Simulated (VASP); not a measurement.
The system is Si29C3.

```
Si C
1.0
    10.52736    0.00000    0.00000
     0.00000   10.52736    0.00000
     0.00000    0.00000   10.52736
Si C
58 6
Cartesian
  0.0106 0.0009 0.0302
  0.0493 5.2552 10.5020
  0.0091 5.2449 5.2559
  5.2679 10.5237 0.0176
  5.2576 0.0184 5.2847
  5.2694 5.2677 10.5160
  5.2463 5.2616 5.2423
  1.3124 1.3270 6.5679
  1.3627 6.5750 1.3097
  1.3127 6.5928 6.5482
  6.5787 1.3298 1.3175
  6.5474 1.3276 6.5892
  6.5735 6.5736 1.3429
  6.5787 6.5829 6.5682
  2.6422 2.6267 10.5121
  2.5906 2.6430 5.2740
  2.6552 7.8903 10.5041
  7.9107 2.6595 10.5181
  7.9298 2.6632 5.2435
  7.9024 7.8850 0.0139
  7.8836 7.8714 5.2849
  3.9461 3.9300 1.2872
  3.9553 3.9607 6.5845
  3.9398 9.1992 1.3150
  3.9273 9.1950 6.5866
  9.2068 3.9656 6.5763
  9.2412 9.1999 1.3048
  9.2210 9.1962 6.5662
  2.6474 0.0150 2.6160
  2.6444 10.5227 7.8687
  2.6676 5.2337 2.6066
  2.6263 5.2480 7.8819
  7.8984 10.5111 2.6332
  7.8915 10.5099 7.8782
  7.9167 5.2896 2.6519
  7.9124 5.2806 7.9108
  3.9105 1.2880 3.9142
  3.9262 1.3177 9.1850
  3.9425 6.5358 3.9291
  3.9686 6.6067 9.2213
  9.2346 1.3276 3.9715
  9.2222 1.3035 9.2037
  9.2447 6.5590 3.9380
  9.2028 6.5825 9.2271
  10.5271 2.6175 2.6170
  10.5071 2.6209 7.9101
  0.0014 7.9384 2.6113
  0.0306 7.8775 7.8886
  5.2201 2.6381 2.6267
  5.2743 2.6389 7.9152
  5.2550 7.8858 2.6297
  5.2682 7.9020 7.9116
  1.2909 3.9240 9.2347
  1.3207 9.2205 3.9578
  1.3239 9.1674 9.2169
  6.5988 3.9507 9.2524
  6.5972 9.2277 3.9607
  6.5726 9.2197 9.2161
  10.4988 0.0073 5.2686
  1.3416 1.2867 1.3089
  2.6000 7.8785 5.2540
  9.1818 3.9612 1.3214
  1.2872 3.9180 3.9634
  6.6030 3.9339 3.9634
```

```yaml
Program: VASP 6.6.1
Task: relaxation of volume and atoms at fixed shape
Functional: PBEsol
Potentials_or_basis: VASP PAW PBE potentials, release 64 (Si, C)
Cutoff: 600 eV
k_mesh: 1 × 1 × 1, shifted
Occupations: fermi-dirac, width 0.05 eV
Spin: no spin polarisation
```

At the start: pressure 2.5 GPa; volume 18.23 Å³/atom.

Problem. Where does the relaxation end?

Solution. Over 24 steps the energy falls by 190.5 meV/atom and the volume is 17.97 Å³/atom (-1.4 %); space group P1 (No. 1, to 0.1 Å) before and after.

Step by step:
```csv
step,energy change (eV),largest force (eV/Å),pressure (GPa),volume (Å³)
1,0.0000,4.0851,2.54,1166.70
2,-6.9811,1.7035,-3.87,1216.11
3,-7.3808,1.7793,-5.22,1230.83
4,-10.5018,1.4666,1.40,1142.36
5,-10.5398,1.5002,0.64,1150.34
6,-11.6417,0.7617,0.44,1149.05
7,-11.6982,0.6881,0.43,1148.69
8,-12.0303,0.3615,-0.54,1157.04
9,-12.0403,0.3711,-0.73,1158.78
10,-12.1241,0.2115,0.46,1145.64
11,-12.1247,0.2142,0.36,1146.62
12,-12.1571,0.1608,0.00,1150.20
13,-12.1576,0.1930,-0.05,1150.74
14,-12.1710,0.1034,-0.07,1150.88
15,-12.1734,0.1118,-0.08,1150.98
16,-12.1819,0.0651,0.09,1149.08
17,-12.1827,0.0697,0.15,1148.30
18,-12.1888,0.0653,-0.07,1150.64
19,-12.1889,0.0657,-0.11,1150.99
20,-12.1920,0.0570,0.02,1149.62
21,-12.1920,0.0553,0.02,1149.64
22,-12.1934,0.0319,0.01,1149.70
23,-12.1935,0.0355,0.01,1149.71
24,-12.1943,0.0191,-0.02,1149.91
```

Final structure:
```
CELL_PARAMETERS angstrom
10.47661 0.00000 0.00000
0.00000 10.47661 0.00000
0.00000 0.00000 10.47661
ATOMIC_POSITIONS crystal
Si 0.02002 0.02575 0.02335
Si 0.98079 0.47774 0.02335
Si 0.02384 0.48475 0.47659
Si 0.50395 0.00277 0.99945
Si 0.48732 0.99754 0.49821
Si 0.49625 0.49820 0.00198
Si 0.51810 0.48584 0.47750
Si 0.10772 0.11093 0.59954
Si 0.11953 0.61450 0.13179
Si 0.14103 0.63932 0.60071
Si 0.63380 0.13358 0.13189
Si 0.61997 0.12887 0.62190
Si 0.62766 0.61458 0.13358
Si 0.62833 0.61954 0.61729
Si 0.23518 0.23562 0.02347
Si 0.22368 0.26117 0.47641
Si 0.24648 0.74480 0.00143
Si 0.77343 0.26660 0.02463
Si 0.74054 0.26082 0.48289
Si 0.75142 0.75019 0.00089
Si 0.75979 0.75062 0.49880
Si 0.37358 0.37404 0.14030
Si 0.37304 0.37181 0.61082
Si 0.36636 0.88147 0.12659
Si 0.35313 0.85739 0.60472
Si 0.87944 0.37815 0.61248
Si 0.88335 0.88184 0.12462
Si 0.89463 0.89272 0.60843
Si 0.23042 0.02316 0.24181
Si 0.24415 0.99745 0.73664
Si 0.23096 0.48579 0.27266
Si 0.24991 0.50371 0.74293
Si 0.75646 0.99917 0.25717
Si 0.75986 0.00708 0.74654
Si 0.75542 0.46561 0.25230
Si 0.75437 0.49959 0.74792
Si 0.37341 0.13873 0.36824
Si 0.36445 0.12260 0.87792
Si 0.35048 0.63402 0.39303
Si 0.37573 0.62482 0.87259
Si 0.89719 0.11302 0.38679
Si 0.88165 0.13244 0.88701
Si 0.87651 0.61065 0.37022
Si 0.87966 0.61958 0.87908
Si 0.01252 0.25686 0.24626
Si 0.99820 0.24312 0.73993
Si 0.00183 0.75205 0.25742
Si 0.00564 0.75308 0.74489
Si 0.52229 0.26807 0.26682
Si 0.49467 0.25133 0.75548
Si 0.48694 0.74475 0.25523
Si 0.49371 0.74769 0.73628
Si 0.12051 0.36894 0.87878
Si 0.12319 0.88140 0.39689
Si 0.12417 0.88362 0.88220
Si 0.63336 0.37354 0.88296
Si 0.62143 0.87160 0.37581
Si 0.62603 0.87421 0.86467
C 0.00492 0.99492 0.49776
C 0.12055 0.13953 0.13600
C 0.24287 0.75707 0.49627
C 0.88161 0.36434 0.14308
C 0.11846 0.36817 0.36171
C 0.63715 0.37174 0.36806
```

Caveat: the k points lie up to 0.60 Å⁻¹ apart in the final cell; the PAW data sets were made with another functional, which shifts forces and pressure a little.
